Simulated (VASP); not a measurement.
Wanted: the native input for a VASP 6.6.1 run.

```yaml
Task: relaxation of cell and atoms
Functional: PBE
Potentials_or_basis: VASP PAW PBE potentials, release 64 (Ga_d, As)
Cutoff: 600 eV
k_mesh: 16 × 16 × 16
Occupations: gaussian, width 0.02 eV
Spin: no spin polarisation
Dipole_correction: no
Further_INCAR_settings: ALGO = Normal; EDIFF = 1e-07; IBRION = 2; EDIFFG = -0.005; NSW = 80; ISIF = 3
```

The structure of GaAs lies in POSCAR:

```
GaAs
1.0
    0.0000000000      2.8750000000      2.8750000000
    2.8750000000      0.0000000000      2.8750000000
    2.8750000000      2.8750000000      0.0000000000
Ga As
1 1
Direct
    0.0000000000      0.0000000000      0.0000000000
    0.2500000000      0.2500000000      0.2500000000
```

One way to write it, as run:

INCAR

```
SYSTEM = GaAs
PREC = Accurate
ENCUT = 600
EDIFF = 1E-7
ISMEAR = 0
SIGMA = 0.02
LREAL = .FALSE.
LASPH = .TRUE.
NELM = 80
ALGO = Normal
ISIF = 3
LWAVE = .FALSE.
LCHARG = .FALSE.
GGA = PE
IBRION = 2
NSW = 80
EDIFFG = -0.005
```

KPOINTS

```
Automatic mesh
0
G
  16 16 16
  0 0 0
```

Potentials or basis: VASP PAW PBE potentials, release 64 (Ga_d, As).

Launch:

```console
$ cat potpaw_PBE.64/Ga_d/POTCAR potpaw_PBE.64/As/POTCAR > POTCAR
$ mpirun -np 1 vasp_std > vasp.out
```

It gave:

```json
{
 "Pressure after relaxing": "0.0 GPa",
 "Band gap on the k mesh": "0.15 eV"
}
```

Caveat: the relaxation stopped at its first step, so nothing moved; semilocal functionals underestimate gaps, and a narrow one can read as zero.

Run time: 76 s on 1 thread of Intel(R) Xeon(R) Platinum 8488C (Sapphire Rapids), on a shared host, peak memory 0.26 GiB.
